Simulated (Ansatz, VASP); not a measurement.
# TaN: VASP beside Ansatz

```
Ta N
1.0
     2.87924    0.00000    0.00000
    -1.43962    2.59527    0.00000
     0.00000    0.00000    2.88300
Ta N
1 1
Direct
  0.33333 0.66667 0.50000
  0.00000 0.00000 0.00000
```

Change from the starting cell: strain -0.0200 x Voigt [1, -1, 0, 0, 0, 0], atoms carried along.

Alike in both runs: task single point; functional PBEsol; k mesh 18 × 18 × 16; occupations gaussian, width 0.15 eV; no spin polarisation.

|  | VASP | Ansatz |
| --- | --- | --- |
| version | VASP 6.6.1 | Ansatz 0.2.0 |
| potentials or method | VASP PAW PBE potentials, release 64 (Ta_pv, N), cutoff 520 eV | scalar-relativistic, plane waves, PAW |
| valence electrons in the cell | 16 | 18 |

|  | VASP | Ansatz | Ansatz less VASP |
| --- | --- | --- | --- |
| gap on the k mesh at the Fermi level (eV) | none | none | - |
| pressure (GPa) | -3.6 | -4.4 | -0.79 |
| traceless stress, the component that is largest in VASP (GPa) | 9.58 | 9.62 | +0.046 |
| rms of the force components (eV/Å) | 0.033 | 0.030 | -0.0031 |

VASP's potentials were made for PBE, not for PBEsol. Atom by atom the forces differ by 0.003 eV/Å (rms over components). A gap of «none» marks a metal or a gap that the smearing closes. VASP's potentials hold 16 valence electrons a cell and Ansatz's 18, so a difference there can come from the potentials and not from the codes.

Neither program's run includes spin-orbit coupling.
